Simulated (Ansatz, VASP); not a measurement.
**ScHg: VASP beside Ansatz**

```
Sc Hg
1.0
     3.42605    0.00000    0.00000
     0.00000    3.42605    0.00000
     0.00000    0.00000    3.42605
Sc Hg
1 1
Cartesian
  1.7130 1.7130 1.7130
  0.0000 0.0000 0.0000
```

Alike in both runs: task single point; functional LDA; k mesh 10 × 10 × 10; non-collinear spin, spin-orbit coupling.

```csv
,VASP,Ansatz
version,VASP 6.6.1,Ansatz 0.2.0
potentials or method,"VASP PAW LDA potentials, release 64 (Sc_sv, Hg)","PAW with Ansatz's default frozen-core files, fully relativistic files with spin-orbit coupling"
plane-wave cutoff (eV),520,420
occupations,tetrahedron,tetrahedron-uncorrected
valence electrons in the cell,23,31
```

```tsv
	VASP	Ansatz	Ansatz less VASP
pressure (GPa)	0.1	-0.8	-0.87
```

LDA's correlation is that of Perdew and Zunger in VASP and of Perdew and Wang (1992) in Ansatz. VASP's potentials hold 23 valence electrons a cell and Ansatz's 31, so a difference there can come from the potentials and not from the codes. Ansatz's warnings: band table not solved further.
